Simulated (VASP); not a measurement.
Crystal: Si.

```
Si
1.0
     0.00000    2.73501    2.73501
     2.73501    0.00000    2.73501
     2.73501    2.73501    0.00000
Si
2
Direct
  0.75000 0.75000 0.75000
  0.50000 0.50000 0.50000
```

Base run:

```yaml
Program: VASP 6.6.1
Functional: LDA
Potentials_or_basis: VASP PAW LDA potentials, release 64 (Si)
Cutoff: 500 eV
k_mesh: 9 × 9 × 9
Occupations: fermi-dirac, width 0.01 eV
Spin: no spin polarisation
```

Its results: band gap on the k mesh 0.52 eV, indirect (least direct gap 2.51 eV); pressure -3.3 GPa.

Problem. The run is repeated on the same cell with these changes: functional from LDA to r2SCAN; potentials or basis from VASP PAW LDA potentials, release 64 (Si) to VASP PAW PBE potentials, release 64 (Si); cutoff from 500 eV to 550 eV. What comes out?

Solution. Band gap on the k mesh 0.82 eV, indirect (least direct gap 2.75 eV); pressure -1.6 GPa.

Caveats: the PAW data sets were made with another functional, which shifts forces and pressure a little (some runs).

A k mesh can miss the band edges.
